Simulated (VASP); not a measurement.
# VN2 (I4/mcm) in VASP: notebook

Aim: see how the results for VN2 move with the level of theory and the settings. Levels: LDA, PBEsol, PBE, r2SCAN. Tasks: single point.

Program: VASP 6.6.1. These are calculated values, not measurements. Logs are shortened: lines on timing, memory, paths and dates and some standing lists are left out, and cuts for length are marked.

## Step 1: The cell of the first run

It takes space group I4/mcm (No. 140, tetragonal). The conventional cell has a = 4.229 Å, b = 4.229 Å, c = 4.869 Å, α = 90.00°, β = 90.00°, γ = 90.00°. Within 3.0 Å of V (site symmetry 422) lie 16 N at 2.09 to 2.91 Å and 6 V at 2.43 to 2.99 Å. N (site symmetry m2m) has 1 N at 1.36 Å within 1.8 Å.

## Step 2: Single point, LDA

Contents of INCAR:

```
SYSTEM = VN2
  PREC = Accurate
  ENCUT = 520
  EDIFF = 1E-7
  ISMEAR = 0
  SIGMA = 0.1
  LREAL = .FALSE.
  LASPH = .TRUE.
  NELM = 80
  ALGO = Normal
  ISIF = 2
  LWAVE = .FALSE.
  LCHARG = .FALSE.
  NBANDS = 32
```

Contents of KPOINTS:

```
Automatic mesh
0
G
  12 12 12
  0 0 0
```

Contents of POSCAR:

```
VN2
1.0
   -2.1142580568      2.1142580568      2.4346497626
    2.1142580568     -2.1142580568      2.4346497626
    2.1142580568      2.1142580568     -2.4346497626
V N
2 4
Direct
    0.2500000000      0.2500000000      0.0000000000
    0.7500000000      0.7500000000      0.0000000000
    0.1140706510      0.6140706510      0.7281413020
    0.6140706510      0.8859293490      0.5000000000
    0.8859293490      0.3859293490      0.2718586980
    0.3859293490      0.1140706510      0.5000000000
```

Potentials or basis: VASP PAW LDA potentials, release 64 (V_sv, N).

The run is started by

```
cat potpaw_LDA.64/V_sv/POTCAR potpaw_LDA.64/N/POTCAR > POTCAR
mpirun -np 1 vasp_std > vasp.out
```

OUTCAR:

```text
SYSTEM = VN2
   PREC = Accurate
   ENCUT = 520
   EDIFF = 1E-7
   ISMEAR = 0
   LREAL = .FALSE.
   LASPH = .TRUE.
   NELM = 80
   ISIF = 2

 ion  position               nearest neighbor table
   1  0.250  0.250  0.000-   5 2.09   4 2.09   3 2.09   5 2.09   6 2.09   6 2.09   3 2.09   4 2.09
                             2 2.43   2 2.43
   2  0.750  0.750  0.000-   6 2.09   5 2.09   3 2.09   4 2.09   5 2.09   4 2.09   6 2.09   3 2.09
                             1 2.43   1 2.43
   3  0.114  0.614  0.728-   5 1.36   1 2.09   1 2.09   2 2.09   2 2.09
   4  0.614  0.886  0.500-   6 1.36   2 2.09   1 2.09   2 2.09   1 2.09
   5  0.886  0.386  0.272-   3 1.36   2 2.09   1 2.09   2 2.09   1 2.09
   6  0.386  0.114  0.500-   4 1.36   1 2.09   2 2.09   1 2.09   2 2.09

  LATTYP: Found a body centered tetragonal cell.
 ALAT       =     4.2285161136
 C/A-ratio  =     1.1515385999

  Lattice vectors:

 A1 = (  -2.1142580568,   2.1142580568,   2.4346497626)
 A2 = (   2.1142580568,  -2.1142580568,   2.4346497626)
 A3 = (   2.1142580568,   2.1142580568,  -2.4346497626)

Analysis of symmetry for initial positions (statically):
=====================================================================
 Subroutine PRICEL returns:
 Original cell was already a primitive cell.

 Routine SETGRP: Setting up the symmetry group for a
 body centered tetragonal supercell.

 Subroutine GETGRP returns: Found 16 space group operations
 (whereof  8 operations were pure point group operations)
 out of a pool of 16 trial point group operations.

The static configuration has the point symmetry C_4h.
 The point group associated with its full space group is D_4h.

Analysis of symmetry for dynamics (positions and initial velocities):
=====================================================================
 Subroutine PRICEL returns:
 Original cell was already a primitive cell.

 Routine SETGRP: Setting up the symmetry group for a
 body centered tetragonal supercell.

 Subroutine GETGRP returns: Found 16 space group operations
 (whereof  8 operations were pure point group operations)
 out of a pool of 16 trial point group operations.

The dynamic configuration has the point symmetry C_4h.
 The point group associated with its full space group is D_4h.

 Subroutine INISYM returns: Found 16 space group operations
 (whereof  8 operations are pure point group operations),
 and found     1 'primitive' translations

----------------------------------------------------------------------------------------

                                     Primitive cell

  volume of cell :      43.5324

  direct lattice vectors                    reciprocal lattice vectors
    -2.114258057  2.114258057  2.434649763     0.000000000  0.236489580  0.205368348
     2.114258057 -2.114258057  2.434649763     0.236489580  0.000000000  0.205368348
     2.114258057  2.114258057 -2.434649763     0.236489580  0.236489580  0.000000000

  length of vectors
     3.855864848  3.855864848  3.855864848     0.313214750  0.313214750  0.334446771

  position of ions in fractional coordinates (direct lattice)
     0.250000000  0.250000000  0.000000000
     0.750000000  0.750000000  0.000000000
     0.114070651  0.614070651  0.728141302
     0.614070651  0.885929349  0.500000000
     0.885929349  0.385929349  0.271858698
     0.385929349  0.114070651  0.500000000

  ion indices of the primitive-cell ions
   primitive index   ion index
                 1           1
                 2           2
                 3           3
                 4           4
                 5           5
                 6           6

----------------------------------------------------------------------------------------

 KPOINTS: Automatic mesh

Automatic generation of k-mesh.
 Grid dimensions read from file:
 generate k-points for:   12   12   12

 Generating k-lattice:

  Cartesian coordinates                     Fractional coordinates (reciprocal lattice)
     0.000000000  0.019707465  0.017114029     0.083333333 -0.000000000  0.000000000
     0.019707465  0.000000000  0.017114029    -0.000000000  0.083333333  0.000000000
     0.019707465  0.019707465  0.000000000     0.000000000  0.000000000  0.083333333

  Length of vectors
     0.026101229  0.026101229  0.027870564

  Shift w.r.t. Gamma in fractional coordinates (k-lattice)
     0.000000000  0.000000000  0.000000000

 Subroutine IBZKPT returns following result:
 ===========================================

 Found    163 irreducible k-points:

 Following reciprocal coordinates:
            Coordinates               Weight
  0.000000  0.000000  0.000000      1.000000
  0.083333  0.000000 -0.000000      8.000000
  0.166667 -0.000000  0.000000      8.000000
  0.250000 -0.000000  0.000000      8.000000
  0.333333 -0.000000  0.000000      8.000000
  0.416667 -0.000000  0.000000      8.000000
[... 16 lines left out ...]
  0.500000  0.166667  0.000000     16.000000
 -0.416667  0.166667  0.000000     16.000000
 [... further k-points ...]
   k-points           NKPTS =    163   k-points in BZ     NKDIM =    163   number of bands    NBANDS=     32
   number of dos      NEDOS =    301   number of ions     NIONS =      6
   total plane-waves  NPLWV =  27000
   dimension x,y,z NGX =    30 NGY =   30 NGZ =   30
   dimension x,y,z NGXF=    60 NGYF=   60 NGZF=   60
   ions per type =               2   4
   NGX,Y,Z   is equivalent  to a cutoff of  12.93, 12.93, 12.93 a.u.
   NGXF,Y,Z  is equivalent  to a cutoff of  25.87, 25.87, 25.87 a.u.
 SYSTEM =  VN2
   PREC   = accura    normal or accurate (medium, high low for compatibility)
   ISTART =      0    job   : 0-new  1-cont  2-samecut
   ICHARG =      2    charge: 1-file 2-atom 10-const
   ISPIN  =      1    spin polarized calculation?
   LNONCOLLINEAR =      F non collinear calculations
   LSORBIT =      F    spin-orbit coupling
   LASPH  =      T    aspherical Exc in radial PAW
   ENCUT  =  520.0 eV  38.22 Ry    6.18 a.u.   7.17  7.17  7.17*2*pi/ulx,y,z
   NELM   =     80;   NELMIN=  2; NELMDL= -5     # of ELM steps
   EDIFF  = 0.1E-06   stopping-criterion for ELM
   LREAL  =      F    real-space projection
   EDIFFG = 0.1E-05   stopping-criterion for IOM
   NSW    =      0    number of steps for IOM
   IBRION =     -1    ionic relax: 0-MD 1-quasi-New 2-CG
   NFREE  =      0    steps in history (QN), initial steepest desc. (CG)
   ISIF   =      2    stress and relaxation
   ISYM   =      2    0-nonsym 1-usesym 2-fastsym
   POTIM  = 0.5000    time-step for ionic-motion
   TEBEG  =    0.0;   TEEND  =   0.0 temperature during run
   PSTRESS=    0.0 pullay stress
   NELECT =      46.0000    total number of electrons
   NUPDOWN=      -1.0000    fix difference up-down
   EMIN   =  10.00;   EMAX   =-10.00  energy-range for DOS
   EFERMI =   0.00;   METHOD = LEGACY
   ISMEAR =     0;   SIGMA  =   0.10  broadening in eV -4-tet -1-fermi 0-gaus
   EFERMI_NEDOS =   21; number of points for ismear=-14 and -15
   IALGO  =     38    algorithm
   IMIX   =      4    mixing-type and parameters
     AMIX     =   0.40;   BMIX     =  1.00
     AMIX_MAG =   1.60;   BMIX_MAG =  1.00
  volume/ion in A,a.u.               =       7.26        48.96
  Fermi-wavevector in a.u.,A,eV,Ry     =   1.667465  3.151051 37.830157  2.780438
  Thomas-Fermi vector in A             =   2.753482
   LORBIT       =      0    0 simple, 1 ext, 2 COOP (PROOUT), +10 PAW based schemes
   GGA     = CA    functional components
   LHFCALC =     F    Hartree Fock is set to
   AEXX    =    0.0000 exact exchange contribution
   IVDW    =     0    specifies the selected vdW correction
   LEPSILON=     F    determine dielectric tensor
   LRPA    =     F    only Hartree local field effects (RPA)
 non-spin polarized calculation
 Gauss-broadening in eV      SIGMA  =   0.10
  energy-cutoff  :      520.00
  volume of cell :       43.53
 maximum number of plane-waves:      1189
 NGX is ok and might be reduce to    30
   NGX = 15   NGY = 15   NGZ = 15

 number of electron      45.9999990 magnetization

 Free energy of the ion-electron system (eV)
  ---------------------------------------------------
  ext. energy  EPLUGINS =         0.00000000
  ---------------------------------------------------
  free energy    TOTEN  =       -60.01201037 eV

  energy without entropy =      -60.00045567  energy(sigma->0) =      -60.00623302

 E-fermi :  12.2066     XC(G=0): -14.3692

 val. band max:       12.2065270619   @ k =  -0.4167   0.3333  -0.0000
 cond. band min:      12.2076858479   @ k =  -0.3333   0.3333   0.0000
 fundamental gap:      0.0011587860
 Fermi energy:        12.2065594371

 k-point     1 :       0.0000    0.0000    0.0000
  band No.  band energies     occupation
      1     -52.6569      2.00000
      2     -52.4369      2.00000
      3     -27.2913      2.00000
      4     -26.9350      2.00000
      5     -26.9350      2.00000
      6     -26.9270      2.00000
[... 24 lines left out ...]
     31      14.6329      0.00000
     32      17.0052      0.00000

 k-point     2 :       0.0833    0.0000   -0.0000
  band No.  band energies     occupation
      1     -52.6531      2.00000
      2     -52.4406      2.00000
      3     -27.2748      2.00000
      4     -26.9360      2.00000
      5     -26.9356      2.00000
      6     -26.9288      2.00000
[... 24 lines left out ...]
     31      14.7969      0.00000
     32      16.8864      0.00000
[... 733 lines left out ...]
     31      15.2560      0.00000
     32      16.1865      0.00000

 k-point    24 :      -0.4167    0.1667    0.0000
  band No.  band energies     occupation
      1     -52.6145      2.00000
      2     -52.4774      2.00000
      3     -27.1685      2.00000
      4     -27.0535      2.00000
      5     -26.9557      2.00000
      6     -26.9243      2.00000
[... 24 lines left out ...]
     31      15.4164      0.00000
     32      16.1649      0.00000

 [... further k-points ...]

------------------------ aborting loop because EDIFF is reached ----------------------------------------

  FORCE on cell =-STRESS in cart. coord.  units (eV):
  Direction    XX          YY          ZZ          XY          YZ          ZX
  --------------------------------------------------------------------------------------
  -------------------------------------------------------------------------------------
  Total        0.5467428      0.5467428      0.3385020      0.0000000     -0.0000000      0.0000000
  in kB       20.1224645     20.1224645     12.4583155      0.0000000     -0.0000000      0.0000000
  external PRESSURE =      17.5677482 kB  Pullay stress =       0.0000000 kB

 VOLUME and BASIS-vectors are now :
 -----------------------------------------------------------------------------
  energy-cutoff  :      520.00
  volume of cell :       43.53
      direct lattice vectors                 reciprocal lattice vectors
    -2.114258057  2.114258057  2.434649763     0.000000000  0.236489580  0.205368348
     2.114258057 -2.114258057  2.434649763     0.236489580  0.000000000  0.205368348
     2.114258057  2.114258057 -2.434649763     0.236489580  0.236489580  0.000000000

 POSITION                                       TOTAL-FORCE (eV/Angst)
 -----------------------------------------------------------------------------------
      0.00000      0.00000      1.21732        -0.000000     -0.000000     -0.000000
      0.00000      0.00000      3.65197         0.000000     -0.000000     -0.000000
      2.59661      0.48235     -0.00000         0.110082      0.110082     -0.000000
      1.63191      0.48235      2.43465        -0.110082      0.110082      0.000000
     -0.48235      1.63191      2.43465        -0.110082     -0.110082      0.000000
      0.48235      1.63191      0.00000         0.110082     -0.110082      0.000000
 -----------------------------------------------------------------------------------
    total drift:                                0.000000     -0.000000      0.000000

  FREE ENERGIE OF THE ION-ELECTRON SYSTEM (eV)
  ---------------------------------------------------
  free  energy   TOTEN  =       -60.0120103707 eV

  energy  without entropy=      -60.0004556693  energy(sigma->0) =      -60.00623302
```

It took 2 min on 1 thread of Intel Xeon 6975P-C (Granite Rapids), shared host; peak memory 0.28 GiB.

What came out:

* Free energy: -60.0120 eV
* Pressure: 1.8 GPa
* Largest force: 0.156 eV/Å
* Band gap on the k mesh: zero (bands 23 and 24 overlap by 0.43 eV)

Forces on the atoms (eV/Å):
```
V    0.000  0.000  0.000
V    0.000  0.000  0.000
N    0.110  0.110  0.000
N   -0.110  0.110  0.000
N   -0.110 -0.110  0.000
N    0.110 -0.110  0.000
```

Caveat: the run has no spin polarisation, though such a crystal can be magnetic.

## Step 3: Single point, PBEsol

This run uses another cell than the first one, of 7.43 Å³/atom.

Contents of INCAR:

```
PREC = Accurate ; ENCUT = 520
EDIFF = 1E-7 ; ISMEAR = 0
SIGMA = 0.1 ; LREAL = F
LASPH = T ; NELM = 100
ALGO = Normal ; ISIF = 2
LWAVE = F ; LCHARG = T
GGA = PS ; LELF = T
LVHAR = T ; NBANDS = 32
```

Contents of KPOINTS:

```
Automatic mesh
0
Gamma
  12 12 12
```

Contents of POSCAR:

```
VN2
1.0
   -2.1303193242      2.1303193242      2.4554273124
    2.1303193242     -2.1303193242      2.4554273124
    2.1303193242      2.1303193242     -2.4554273124
V N
2 4
Direct
    0.2500000000      0.2500000000      0.0000000000
    0.7500000000      0.7500000000      0.0000000000
    0.1142634432      0.6142634432      0.7285268865
    0.6142634432      0.8857365568      0.5000000000
    0.8857365568      0.3857365568      0.2714731135
    0.3857365568      0.1142634432      0.5000000000
```

Potentials or basis: VASP PAW PBE potentials, release 64 (V_sv, N).

The run is started by

```
cat potpaw_PBE.64/V_sv/POTCAR potpaw_PBE.64/N/POTCAR > POTCAR
mpirun -np 1 vasp_std > vasp.out
```

Run time: 2 min. Hardware: 1 thread of Intel Xeon 6975P-C (Granite Rapids), shared host; peak memory 0.3 GiB.

The run converged. Its results:

```
Free energy            : -56.9882 eV
Pressure               : 0.8 GPa
Largest force          : 0.085 eV/Å
Band gap on the k mesh : zero (bands 23 and 24 overlap by 0.41 eV)
```

Forces in eV/Å, atoms in the order of the input:
```
V    0.000  0.000  0.000
V    0.000  0.000  0.000
N    0.060  0.060  0.000
N   -0.060  0.060  0.000
N   -0.060 -0.060  0.000
N    0.060 -0.060  0.000
```

Stress tensor (GPa, compression positive):
```
1.01 0.00 0.00
0.00 1.01 0.00
0.00 0.00 0.50
```

Levels at points of the mesh, in eV from the Fermi level:
| k point | band 19 | band 20 | band 21 | band 22 | band 23 | band 24 | band 25 | band 26 | band 27 | band 28 |
| --- | --- | --- | --- | --- | --- | --- | --- | --- | --- | --- |
| (0.00, 0.00, 0.00) | -3.35 | -3.10 | -2.80 | -2.71 | -2.71 | 0.79 | 0.95 | 0.95 | 1.42 | 2.07 |
| (0.50, 0.00, 0.00) | -3.53 | -3.53 | -3.31 | -3.31 | 0.17 | 0.17 | 0.77 | 0.77 | 1.10 | 1.10 |
| (0.50, 0.50, 0.00) | -5.14 | -4.78 | -2.92 | -2.76 | -1.41 | 0.01 | 0.84 | 1.16 | 1.98 | 2.29 |
| (0.50, 0.50, 0.50) | -4.88 | -2.19 | -2.19 | -0.29 | -0.21 | -0.18 | -0.05 | 0.02 | 1.98 | 1.98 |

Caveat: the PAW data sets were made with another functional, which shifts forces and pressure a little; the run has no spin polarisation, though such a crystal can be magnetic.

(Part 1 of 3 ends here.)
